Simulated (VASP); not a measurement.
A run of VASP 6.6.1 is set up as follows.

Contents of INCAR:

```
SYSTEM = SbMo
ALGO = Normal ; EDIFF = 1E-7
ENCUT = 520 ; GGA = PE
ISIF = 2 ; ISMEAR = 0
LASPH = .TRUE. ; LCHARG = .TRUE.
LELF = .TRUE. ; LREAL = .FALSE.
LVHAR = .TRUE. ; LWAVE = .FALSE.
NBANDS = 27 ; NELM = 60
PREC = Accurate ; SIGMA = 0.05
```

The input KPOINTS:

```
k-points
0
G
  10 10 6
  0 0 0
```

Contents of POSCAR:

```
SbMo
1.0
    4.4321243902      0.0000000000      0.0000000000
   -2.2160621951      3.8383323146      0.0000000000
    0.0000000000      0.0000000000      5.2823684353
Mo Sb
2 2
Direct
    0.0000000000      0.0000000000      0.0000000000
    0.0000000000      0.0000000000      0.5000000000
    0.3333333333      0.6666666667      0.2500000000
    0.6666666667      0.3333333333      0.7500000000
```

Potentials or basis: VASP PAW PBE potentials, release 64 (Mo_sv, Sb).

The run is started by

```console
$ cat potpaw_PBE.64/Mo_sv/POTCAR potpaw_PBE.64/Sb/POTCAR > POTCAR
$ mpirun -np 1 vasp_std > vasp.out
```

Problem. Predict the pressure.

Solution. -4.5 GPa.

Problem. What does it give for the band gap on the k mesh?

Solution. Zero (band 19 reaches 9.49 eV, above the bottom of band 20 at 8.13 eV).

Stress tensor (GPa, compression positive):
```
-4.59  0.00  0.00
 0.00 -4.59  0.00
 0.00  0.00 -4.45
```

Caveat: spin-orbit coupling is left out, which moves the levels of the heavy elements.
